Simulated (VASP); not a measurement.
Wanted: the native input for a VASP 6.6.1 run.

- Task: single point
- Functional: PBE
- Potentials or basis: VASP PAW PBE potentials, release 64 (Hf_pv, O)
- Cutoff: 520 eV
- k mesh: 9 × 9 × 9
- Occupations: gaussian, width 0.021 eV
- Spin: no spin polarisation
- Dipole correction: no
- Further INCAR settings: ALGO = Normal; EDIFF = 1e-06; NBANDS = 18

The structure of HfO2 lies in POSCAR:

```
HfO2
1.0
    0.0000000000      2.5575000000      2.5575000000
    2.5575000000      0.0000000000      2.5575000000
    2.5575000000      2.5575000000      0.0000000000
Hf O
1 2
Direct
    0.0000000000      0.0000000000      0.0000000000
    0.7500000000      0.7500000000      0.7500000000
    0.2500000000      0.2500000000      0.2500000000
```

One way to write it, as run:

INCAR

```
SYSTEM = HfO2
  PREC = Accurate
  ENCUT = 520
  EDIFF = 1E-6
  ISMEAR = 0
  SIGMA = 0.020999999999999998
  LREAL = .FALSE.
  LASPH = .TRUE.
  NELM = 60
  ALGO = Normal
  ISIF = 2
  LWAVE = .FALSE.
  LCHARG = .FALSE.
  GGA = PE
  NBANDS = 18
```

KPOINTS

```
Automatic mesh
0
G
  9 9 9
  0 0 0
```

Potentials or basis: VASP PAW PBE potentials, release 64 (Hf_pv, O).

Run with:

```console
$ cat potpaw_PBE.64/Hf_pv/POTCAR potpaw_PBE.64/O/POTCAR > POTCAR
$ mpirun -np 1 vasp_std > vasp.out
```

Results of the run:

```json
{"Pressure": "-6.0 GPa", "Band gap on the k mesh": "3.84 eV, indirect (least direct gap 3.95 eV)"}
```

Caveat: spin-orbit coupling is left out, which moves the levels of the heavy elements.

It took 42 s on 1 thread of AMD EPYC 7R43 64-Core Processor (Zen 3), on a shared host, peak memory 0.13 GiB.
